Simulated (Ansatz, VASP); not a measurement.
# EuS: VASP beside Ansatz

```
CELL_PARAMETERS angstrom
0.00000 3.03692 3.03692
3.03692 0.00000 3.03692
3.03692 3.03692 0.00000
ATOMIC_POSITIONS crystal
Eu 0.00000 0.00000 0.00000
S 0.50000 0.50000 0.50000
```

Alike in both runs: task single point; functional PBEsol; k mesh 10 × 10 × 10; collinear spin.

|  | VASP | Ansatz |
| --- | --- | --- |
| version | VASP 6.6.1 | Ansatz 0.2.0 |
| potentials or method | VASP PAW PBE potentials, release 64 (Eu, S), cutoff 600 eV | all-electron (LAPW or listed datasets) |
| occupations | fermi-dirac, width 0.1 eV | fermi-dirac |

```csv
,VASP,Ansatz,Ansatz less VASP
net moment per atom (μB),3.48,3.50,+0.017
size of the moment on the site where the two differ most (μB),6.60,7.00,+0.407
```

VASP's potentials were made for PBE, not for PBEsol. Site moments also hang on the region over which each program counts them. Ansatz ran all-electron here, and VASP with PAW potentials. Ansatz's warnings: given moment on shells, stability check not made.

Spin-orbit coupling is off throughout.
